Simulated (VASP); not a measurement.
**Cu3Sn2: single point with PBE**

Cu3Sn2:

```xyz
10
Lattice="3.0063 0.0000 0.0000 -1.5031 2.6035 0.0000 0.0000 0.0000 24.1401" Properties=species:S:1:pos:R:3 pbc="T T T"
Cu    0.0000    1.7357   22.9331
Cu    0.0000    1.7357    3.6210
Cu    0.0000    1.7357    8.4490
Cu    1.5031    0.8678    1.2070
Cu    1.5031    0.8678   15.6911
Cu    1.5031    0.8678   20.5191
Sn    0.0000    1.7357   13.2771
Sn    0.0000    1.7357   18.1051
Sn    1.5031    0.8678    6.0350
Sn    1.5031    0.8678   10.8631
```

| Property | Result |
| --- | --- |
| Program | VASP 6.6.1 |
| Task | single point |
| Functional | PBE |
| Potentials or basis | VASP PAW PBE potentials, release 64 (Cu, Sn_d) |
| Cutoff | 600 eV |
| k mesh | 6 × 6 × 1 |
| Occupations | gaussian, width 0.1 eV |
| Spin | no spin polarisation |
| Dipole correction | no |
| Further INCAR settings | ALGO = Normal; EDIFF = 1e-06; NBANDS = 72 |

```json
{
  "Pressure": "0.8 GPa",
  "Largest force": "2.804 eV/Å",
  "Band gap on the k mesh": "zero (bands 61 and 62 overlap by 1.13 eV)"
}
```

Forces in eV/Å, atoms in the order of the input:
```
Cu   0.000  0.000 -0.006
Cu   0.000  0.000 -0.556
Cu   0.000  0.000 -0.061
Cu   0.000  0.000  0.006
Cu   0.000  0.000  0.061
Cu   0.000  0.000  0.556
Sn   0.000  0.000  2.804
Sn   0.000  0.000  0.085
Sn   0.000  0.000 -0.085
Sn   0.000  0.000 -2.804
```

Stress tensor (GPa, compression positive):
```
 3.99  0.00  0.00
 0.00  3.99  0.00
 0.00  0.00 -5.67
```

Levels at points of the mesh, in eV from the Fermi level:
```csv
k point,band 57,band 58,band 59,band 60,band 61,band 62,band 63,band 64,band 65,band 66
"(0.00, 0.00, 0.00)",-1.78,-1.76,-1.63,-1.63,-1.49,0.94,1.34,4.44,4.45,8.08
"(0.50, 0.00, 0.00)",-1.52,-1.50,-0.86,-0.78,0.11,0.24,0.46,0.68,1.22,1.44
```

It took 6 min on 1 thread of Oxide Virtual Turin-like Processor, on a shared host, peak memory 0.33 GiB.

Caveat: the k points lie up to 0.40 Å⁻¹ apart, too coarse for converged energies and pressures of a metal; spin-orbit coupling is left out, which moves the levels of the heavy elements; forces of over 1 eV/Å act on the atoms, so gaps and moduli don't describe the material at rest.
